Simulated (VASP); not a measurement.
Here is a VASP 6.6.1 calculation.

File INCAR:

```
SYSTEM = CsSnI3
ALGO = Normal ; EDIFF = 1E-7
ENCUT = 520 ; GGA = PS
ISIF = 2 ; ISMEAR = -1
LASPH = .True. ; LCHARG = .True.
LELF = .True. ; LREAL = .False.
LVHAR = .True. ; LWAVE = .False.
NBANDS = 30 ; NELM = 80
PREC = Accurate ; SIGMA = 0.05
```

Contents of KPOINTS:

```
k-points
0
Gamma
  5 5 5
  0 0 0
```

The input POSCAR:

```
CsSnI3
1.0
    6.2467985487      0.0000000000      0.0000000000
    0.0000000000      6.2467985487      0.0000000000
    0.0000000000      0.0000000000      6.2467985487
Cs I Sn
1 3 1
Direct
    0.0000000000      0.0000000000      0.0000000000
    0.5000000000      0.5000000000      0.0000000000
    0.5000000000      0.0000000000      0.5000000000
    0.0000000000      0.5000000000      0.5000000000
    0.5000000000      0.5000000000      0.5000000000
```

Potentials or basis: VASP PAW PBE potentials, release 64 (Cs_sv, I, Sn_d).

Run with:

```bash
$ cat potpaw_PBE.64/Cs_sv/POTCAR potpaw_PBE.64/I/POTCAR potpaw_PBE.64/Sn_d/POTCAR > POTCAR
$ mpirun -np 1 vasp_std > vasp.out
```

**Question.** What does it give for the band gap on the k mesh?

**Answer.** 1.74 eV, direct.

**Question.** What does it give for the pressure?

**Answer.** -1.0 GPa.

Caveat: the PAW data sets were made with another functional, which shifts forces and pressure a little; spin-orbit coupling is left out, which moves the levels of the heavy elements. A k mesh can miss the band edges.
